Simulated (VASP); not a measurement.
# CdF2 in VASP: a series of runs

CdF2 is run at these levels: LDA; tasks: single point.

Program: VASP 6.6.1. These are calculated values, not measurements. Logs are shortened: lines on timing, memory, paths and dates and some standing lists are left out, and cuts for length are marked.

### 1 The cell of the first run

Symmetry: Fm-3m, No. 225, cubic system. Conventional cell: a = 5.424 Å, b = 5.424 Å, c = 5.424 Å, α = 90.00°, β = 90.00°, γ = 90.00°. Cd (site symmetry m-3m) has 8 F at 2.35 Å within 3.1 Å. F (site symmetry -43m) has 4 Cd at 2.35 Å and 6 F at 2.71 Å within 3.1 Å.

### 2 Single point, LDA (volume scaled by 1.02)

Input file INCAR:

```
  PREC = Accurate
  ENCUT = 520
  EDIFF = 1E-6
  ISMEAR = -1
  SIGMA = 0.02
  LREAL = F
  LASPH = T
  NELM = 80
  ALGO = Normal
  ISIF = 2
  LWAVE = F
  LCHARG = F
  NBANDS = 20
```

Input file KPOINTS:

```
regular mesh
0
Gamma
  8 8 8
```

Input file POSCAR:

```
CdF2
1.0
    0.0000000000      2.7118415796      2.7118415796
    2.7118415796      0.0000000000      2.7118415796
    2.7118415796      2.7118415796      0.0000000000
Cd F
1 2
Direct
    0.0000000000      0.0000000000      0.0000000000
    0.2500000000      0.2500000000      0.2500000000
    0.7500000000      0.7500000000      0.7500000000
```

Potentials or basis: VASP PAW LDA potentials, release 64 (Cd, F).

Started as:

```sh
cat potpaw_LDA.64/Cd/POTCAR potpaw_LDA.64/F/POTCAR > POTCAR
mpirun -np 1 vasp_std > vasp.out
```

OUTCAR:

```text
PREC = Accurate
   ENCUT = 520
   EDIFF = 1E-6
   ISMEAR = -1
   LREAL = F
   LASPH = T
   NELM = 80
   ISIF = 2

 ion  position               nearest neighbor table
   1  0.000  0.000  0.000-   3 2.35   2 2.35   3 2.35   2 2.35   3 2.35   3 2.35   2 2.35   2 2.35

   2  0.250  0.250  0.250-   1 2.35   1 2.35   1 2.35   1 2.35
   3  0.750  0.750  0.750-   1 2.35   1 2.35   1 2.35   1 2.35

  LATTYP: Found a face centered cubic cell.
 ALAT       =     5.4236831592

  Lattice vectors:

 A1 = (   0.0000000000,   2.7118415796,   2.7118415796)
 A2 = (   2.7118415796,   0.0000000000,   2.7118415796)
 A3 = (   2.7118415796,   2.7118415796,   0.0000000000)

Analysis of symmetry for initial positions (statically):
=====================================================================
 Subroutine PRICEL returns:
 Original cell was already a primitive cell.

 Routine SETGRP: Setting up the symmetry group for a
 face centered cubic supercell.

 Subroutine GETGRP returns: Found 48 space group operations
 (whereof 48 operations were pure point group operations)
 out of a pool of 48 trial point group operations.

The static configuration has the point symmetry O_h .

Analysis of symmetry for dynamics (positions and initial velocities):
=====================================================================
 Subroutine PRICEL returns:
 Original cell was already a primitive cell.

 Routine SETGRP: Setting up the symmetry group for a
 face centered cubic supercell.

 Subroutine GETGRP returns: Found 48 space group operations
 (whereof 48 operations were pure point group operations)
 out of a pool of 48 trial point group operations.

The dynamic configuration has the point symmetry O_h .

 Subroutine INISYM returns: Found 48 space group operations
 (whereof 48 operations are pure point group operations),
 and found     1 'primitive' translations

----------------------------------------------------------------------------------------

                                     Primitive cell

  volume of cell :      39.8862

  direct lattice vectors                    reciprocal lattice vectors
     0.000000000  2.711841580  2.711841580    -0.184376552  0.184376552  0.184376552
     2.711841580  0.000000000  2.711841580     0.184376552 -0.184376552  0.184376552
     2.711841580  2.711841580  0.000000000     0.184376552  0.184376552 -0.184376552
[... 76 lines left out ...]
 SYSTEM =  unknown system
   PREC   = accura    normal or accurate (medium, high low for compatibility)
   ISTART =      0    job   : 0-new  1-cont  2-samecut
   ICHARG =      2    charge: 1-file 2-atom 10-const
   ISPIN  =      1    spin polarized calculation?
   LNONCOLLINEAR =      F non collinear calculations
   LSORBIT =      F    spin-orbit coupling
   LASPH  =      T    aspherical Exc in radial PAW
   ENCUT  =  520.0 eV  38.22 Ry    6.18 a.u.   7.13  7.13  7.13*2*pi/ulx,y,z
   NELM   =     80;   NELMIN=  2; NELMDL= -5     # of ELM steps
   EDIFF  = 0.1E-05   stopping-criterion for ELM
   LREAL  =      F    real-space projection
   EDIFFG = 0.1E-04   stopping-criterion for IOM
   NSW    =      0    number of steps for IOM
   IBRION =     -1    ionic relax: 0-MD 1-quasi-New 2-CG
   NFREE  =      0    steps in history (QN), initial steepest desc. (CG)
   ISIF   =      2    stress and relaxation
   ISYM   =      2    0-nonsym 1-usesym 2-fastsym
   POTIM  = 0.5000    time-step for ionic-motion
   TEBEG  =    0.0;   TEEND  =   0.0 temperature during run
   PSTRESS=    0.0 pullay stress
   NELECT =      26.0000    total number of electrons
   NUPDOWN=      -1.0000    fix difference up-down
   EMIN   =  10.00;   EMAX   =-10.00  energy-range for DOS
   EFERMI =   0.00;   METHOD = LEGACY
   ISMEAR =    -1;   SIGMA  =   0.02  broadening in eV -4-tet -1-fermi 0-gaus
   EFERMI_NEDOS =   21; number of points for ismear=-14 and -15
   IALGO  =     38    algorithm
   IMIX   =      4    mixing-type and parameters
     AMIX     =   0.40;   BMIX     =  1.00
     AMIX_MAG =   1.60;   BMIX_MAG =  1.00
  volume/ion in A,a.u.               =      13.30        89.72
  Fermi-wavevector in a.u.,A,eV,Ry     =   1.419466  2.682402 27.414154  2.014883
  Thomas-Fermi vector in A             =   2.540483
   LORBIT       =      0    0 simple, 1 ext, 2 COOP (PROOUT), +10 PAW based schemes
   GGA     = CA    functional components
   LHFCALC =     F    Hartree Fock is set to
   AEXX    =    0.0000 exact exchange contribution
   IVDW    =     0    specifies the selected vdW correction
   LEPSILON=     F    determine dielectric tensor
   LRPA    =     F    only Hartree local field effects (RPA)
 non-spin polarized calculation
  energy-cutoff  :      520.00
  volume of cell :       39.89
 maximum number of plane-waves:      1090
 NGX is ok and might be reduce to    30
   NGX = 15   NGY = 15   NGZ = 15

 number of electron      25.9999980 magnetization

 Free energy of the ion-electron system (eV)
  ---------------------------------------------------
  ext. energy  EPLUGINS =         0.00000000
  ---------------------------------------------------
  free energy    TOTEN  =       -12.68927052 eV

  energy without entropy =      -12.68927052  energy(sigma->0) =      -12.68927052

 E-fermi :  -1.4062     XC(G=0): -11.0205

 val. band max:       -1.8132276582   @ k =  -0.2500   0.5000   0.2500
 cond. band min:       0.9151604596   @ k =   0.0000   0.0000   0.0000
 fundamental gap:      2.7283881178
 Fermi energy:        -1.4061830983

 k-point     1 :       0.0000    0.0000    0.0000
  band No.  band energies     occupation
      1     -22.1478      2.00000
      2     -21.0235      2.00000
      3      -7.3906      2.00000
      4      -7.3906      2.00000
      5      -7.3906      2.00000
      6      -6.1964      2.00000
[... 541 lines left out ...]
     19      16.3708      0.00000
     20      19.9333      0.00000

 [... further k-points ...]
[... 5 lines left out ...]
  --------------------------------------------------------------------------------------
  -------------------------------------------------------------------------------------
  Total       -1.6588115     -1.6588115     -1.6588115     -0.0000000     -0.0000000      0.0000000
  in kB      -66.6322813    -66.6322813    -66.6322813     -0.0000000     -0.0000000      0.0000000
  external PRESSURE =     -66.6322813 kB  Pullay stress =       0.0000000 kB

 VOLUME and BASIS-vectors are now :
 -----------------------------------------------------------------------------
  energy-cutoff  :      520.00
  volume of cell :       39.89
      direct lattice vectors                 reciprocal lattice vectors
     0.000000000  2.711841580  2.711841580    -0.184376552  0.184376552  0.184376552
     2.711841580  0.000000000  2.711841580     0.184376552 -0.184376552  0.184376552
     2.711841580  2.711841580  0.000000000     0.184376552  0.184376552 -0.184376552

 POSITION                                       TOTAL-FORCE (eV/Angst)
 -----------------------------------------------------------------------------------
      0.00000      0.00000      0.00000         0.000000     -0.000000      0.000000
      1.35592      1.35592      1.35592         0.000000      0.000000      0.000000
      4.06776      4.06776      4.06776        -0.000000     -0.000000     -0.000000
 -----------------------------------------------------------------------------------
    total drift:                                0.000000     -0.000000      0.000000

  FREE ENERGIE OF THE ION-ELECTRON SYSTEM (eV)
  ---------------------------------------------------
  free  energy   TOTEN  =       -12.6892705231 eV

  energy  without entropy=      -12.6892705230  energy(sigma->0) =      -12.68927052
```

Run time: 10 s. Hardware: 1 thread of Intel Xeon 6975P-C (Granite Rapids), shared host; peak memory 0.15 GiB.

What came out:

- Free energy: -12.6893 eV
- Pressure: -6.7 GPa
- Band gap on the k mesh: 2.73 eV, indirect (least direct gap 3.23 eV)

 A k mesh can miss the band edges.

### 3 Single point, LDA (volume scaled by 1.06)

Input file INCAR:

```
ALGO     = Normal         # electronic algorithm
EDIFF    = 1E-7           # SCF threshold, eV
ENCUT    = 520            # plane-wave cutoff, eV
GGA      = CA             # functional
ISIF     = 2              # what is computed and relaxed
ISMEAR   = -1             # smearing method
LASPH    = T              # aspherical terms in the spheres
LCHARG   = T              # write CHGCAR
LELF     = T              # ELF
LREAL    = F              # projectors in reciprocal space
LVHAR    = T            
LWAVE    = F              # write WAVECAR
NBANDS   = 20             # bands
NELM     = 100            # most SCF steps
PREC     = Accurate       # precision mode
SIGMA    = 0.02           # smearing width, eV
```

Input file KPOINTS:

```
k-points
0
Gamma
  8 8 8
```

Input file POSCAR:

```
CdF2
1.0
    0.0000000000      2.7468369436      2.7468369436
    2.7468369436      0.0000000000      2.7468369436
    2.7468369436      2.7468369436      0.0000000000
Cd F
1 2
Direct
    0.0000000000      0.0000000000      0.0000000000
    0.2500000000      0.2500000000      0.2500000000
    0.7500000000      0.7500000000      0.7500000000
```

Potentials or basis: VASP PAW LDA potentials, release 64 (Cd, F).

Started as:

```sh
cat potpaw_LDA.64/Cd/POTCAR potpaw_LDA.64/F/POTCAR > POTCAR
mpirun -np 1 vasp_std > vasp.out
```

It took 12 s on 1 thread of Intel Xeon 6975P-C (Granite Rapids), shared host; peak memory 0.16 GiB.

Results (log left out):

```
Free energy            : -12.6105 eV
Pressure               : -9.9 GPa
Band gap on the k mesh : 2.60 eV, indirect (least direct gap 3.15 eV)
```

Levels at points of the mesh, in eV from the valence-band top:
| k point | band 9 | band 10 | band 11 | band 12 | band 13 | band 14 | band 15 | band 16 | band 17 | band 18 |
| --- | --- | --- | --- | --- | --- | --- | --- | --- | --- | --- |
| (0.00, 0.00, 0.00) | -0.87 | -0.87 | -0.55 | -0.55 | -0.55 | 2.60 | 12.03 | 12.03 | 12.03 | 16.61 |
| (0.50, 0.00, 0.00) | -2.11 | -1.69 | -1.69 | -0.42 | -0.42 | 6.52 | 8.60 | 13.64 | 13.64 | 17.39 |
| (0.50, 0.50, 0.00) | -2.75 | -2.75 | -0.42 | -0.08 | -0.08 | 7.29 | 9.03 | 11.34 | 13.42 | 13.42 |

### 4 Single point, LDA (zz strain of -2 %)

Input file INCAR:

```
ALGO = Normal
EDIFF = 1E-6
ENCUT = 520
GGA = CA
ISIF = 2
ISMEAR = -1
LASPH = T
LCHARG = T
LELF = T
LREAL = F
LVHAR = T
LWAVE = F
NBANDS = 20
NELM = 80
PREC = Accurate
SIGMA = 0.02
```

KPOINTS is that of step 3.

Input file POSCAR:

```
CdF2
1.0
    0.0000000000      2.6940000000      2.6401200000
    2.6940000000      0.0000000000      2.6401200000
    2.6940000000      2.6940000000      0.0000000000
Cd F
1 2
Direct
    0.0000000000      0.0000000000      0.0000000000
    0.2500000000      0.2500000000      0.2500000000
    0.7500000000      0.7500000000      0.7500000000
```

Started as:

```sh
cat potpaw_LDA.64/Cd/POTCAR potpaw_LDA.64/F/POTCAR > POTCAR
mpirun -np 1 vasp_std > vasp.out
```

It took 17 s on 1 thread of Intel Xeon 6975P-C (Granite Rapids), shared host; peak memory 0.16 GiB.

It converged, with:

```yaml
Free_energy: -12.7282 eV
Pressure: -2.5 GPa
Band_gap_on_the_k_mesh: 2.85 eV, indirect (least direct gap 3.30 eV)
```

Stress tensor (GPa, compression positive):
```
-3.29  0.00  0.00
 0.00 -3.29  0.00
 0.00  0.00 -1.00
```

Levels at points of the mesh, in eV from the valence-band top:
| k point | band 11 | band 12 | band 13 | band 14 | band 15 | band 16 |
| --- | --- | --- | --- | --- | --- | --- |
| (0.00, 0.00, 0.00) | -0.51 | -0.45 | -0.45 | 2.85 | 12.36 | 12.40 |
| (0.50, 0.00, 0.00) | -1.97 | -0.39 | -0.38 | 7.08 | 8.84 | 14.22 |
| (0.50, 0.50, 0.00) | -0.49 | -0.12 | -0.12 | 7.87 | 9.40 | 11.49 |
| (0.50, 0.00, 0.50) | -0.61 | -0.13 | -0.06 | 7.92 | 9.45 | 11.47 |

Caveat: the cell differs from its parent crystal (zz strain of -2 %). A k mesh can miss the band edges.

### 5 Single point, LDA (zz strain of -1 %)

Input file INCAR:

```
PREC     = Accurate       # precision mode
ENCUT    = 520            # plane-wave cutoff, eV
EDIFF    = 1E-7           # SCF threshold, eV
ISMEAR   = -1             # smearing method
SIGMA    = 0.02           # smearing width, eV
LREAL    = False          # projectors in reciprocal space
LASPH    = True           # aspherical terms in the spheres
NELM     = 80             # most SCF steps
ALGO     = Normal         # electronic algorithm
ISIF     = 2              # what is computed and relaxed
LWAVE    = False          # write WAVECAR
LCHARG   = False          # write CHGCAR
NBANDS   = 20             # bands
```

Input file KPOINTS:

```
regular mesh
0
Gamma
  8 8 8
```

Input file POSCAR:

```
CdF2
1.0
    0.0000000000      2.6940000000      2.6670600000
    2.6940000000      0.0000000000      2.6670600000
    2.6940000000      2.6940000000      0.0000000000
Cd F
1 2
Direct
    0.0000000000      0.0000000000      0.0000000000
    0.2500000000      0.2500000000      0.2500000000
    0.7500000000      0.7500000000      0.7500000000
```

Started as:

```sh
cat potpaw_LDA.64/Cd/POTCAR potpaw_LDA.64/F/POTCAR > POTCAR
mpirun -np 1 vasp_std > vasp.out
```

Run time: 18 s. Hardware: 1 thread of Intel Xeon 6975P-C (Granite Rapids), shared host; peak memory 0.16 GiB.

Results (log left out):

```yaml
Free_energy: -12.7242 eV
Pressure: -3.7 GPa
Band_gap_on_the_k_mesh: 2.83 eV, indirect (least direct gap 3.29 eV)
```

Stress tensor (GPa, compression positive):
```
-4.03  0.00  0.00
 0.00 -4.03  0.00
 0.00  0.00 -2.90
```

Levels at points of the mesh, in eV from the valence-band top:
```csv
k point,band 9,band 10,band 11,band 12,band 13,band 14,band 15,band 16,band 17,band 18
"(0.00, 0.00, 0.00)",-1.07,-0.98,-0.49,-0.46,-0.46,2.83,12.33,12.36,12.36,17.21
"(0.50, 0.00, 0.00)",-2.41,-1.96,-1.93,-0.39,-0.38,7.02,8.82,14.18,14.26,17.80
"(0.50, 0.50, 0.00)",-3.12,-3.12,-0.50,-0.11,-0.11,7.81,9.37,11.47,13.98,13.98
"(0.50, 0.00, 0.50)",-3.12,-3.09,-0.56,-0.11,-0.08,7.84,9.39,11.46,13.97,14.09
```

Caveat: the cell differs from its parent crystal (zz strain of -1 %). A k mesh can miss the band edges.

### 6 Summary

| cell | gap on the mesh (eV) | pressure (GPa) |
| --- | --- | --- |
| a = 3.835 Å, angles 60.0°, 3 atoms | 2.73 | -6.7 |
| a = 3.885 Å, angles 60.0°, 3 atoms | 2.60 | -9.9 |
| a = 3.772, b = 3.772, c = 3.810 Å, angles 59.7, 59.7, 60.7°, 3 atoms | 2.85 | -2.5 |
| a = 3.791, b = 3.791, c = 3.810 Å, angles 59.8, 59.8, 60.3°, 3 atoms | 2.83 | -3.7 |

Alike in all rows: task single point; level LDA; potentials or basis VASP PAW LDA potentials, release 64 (Cd, F); no spin polarisation; k mesh 8 × 8 × 8; cutoff (eV) 520; smearing fermi-dirac 0.02 eV.

Total energies depend on the potentials used, so only differences within one code and one set of settings carry meaning.
